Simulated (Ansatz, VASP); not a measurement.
# One calculation of MgS, two programs

File INCAR:

```
SYSTEM = MgS
  PREC = Accurate
  ENCUT = 520
  EDIFF = 1E-8
  ISMEAR = -1
  SIGMA = 0.03
  LREAL = .False.
  LASPH = .True.
  NELM = 60
  ALGO = Normal
  ISIF = 2
  LWAVE = .False.
  LCHARG = .False.
  GGA = PS
  LEFG = .True.
  NBANDS = 11
```

KPOINTS

```
Automatic mesh
0
Gamma
  10 10 10
  0 0 0
```

The input POSCAR:

```
MgS
1.0
    0.0000000000      2.6526756994      2.6526756994
    2.6526756994      0.0000000000      2.6526756994
    2.6526756994      2.6526756994      0.0000000000
Mg S
1 1
Direct
    0.0000000000      0.0000000000      0.0000000000
    0.5000000000      0.5000000000      0.5000000000
```

Input for Ansatz:

```yaml
crystal:
  lattice:
    - [0.0, 2.6526756994, 2.6526756994]
    - [2.6526756994, 0.0, 2.6526756994]
    - [2.6526756994, 2.6526756994, 0.0]
  atoms:
    - { symbol: Mg, position: [0.0, 0.0, 0.0] }
    - { symbol: S, position: [0.5, 0.5, 0.5] }
kpoints:
  mp_grid: { grid: [10, 10, 10] }
scf:
  occupations: { method: fermi_dirac, width: 0.03 }
hamiltonian:
  xc: pbesol
  pseudopotentials: { kind: all_electron, datasets: crystal }
output:
  forces: true
  stress: true
  eigenvalues: true
  efg: { contact_densities: true }
```

Change from the starting cell: volume scaled by 1.06, crystal datasets.

Alike in both runs: task electric field gradients; functional PBEsol; k mesh 10 × 10 × 10; occupations fermi-dirac, width 0.03 eV; no spin polarisation.

|  | VASP | Ansatz |
| --- | --- | --- |
| version | VASP 6.6.1 | Ansatz 0.2.0 |
| potentials or method | VASP PAW PBE potentials, release 64 (Mg, S), cutoff 520 eV | all-electron PAW with datasets made for the crystal, scalar-relativistic |

VASP gave:

```
gap on the k mesh at the Fermi level (eV) : 2.58
pressure (GPa)                            : -5.0
```

Task: What did Ansatz give for the same quantities?

Result: gap on the k mesh at the Fermi level (eV): 2.59; pressure (GPa): -4.8.

VASP's potentials were made for PBE, not for PBEsol. Ansatz ran all-electron here, and VASP with PAW potentials.
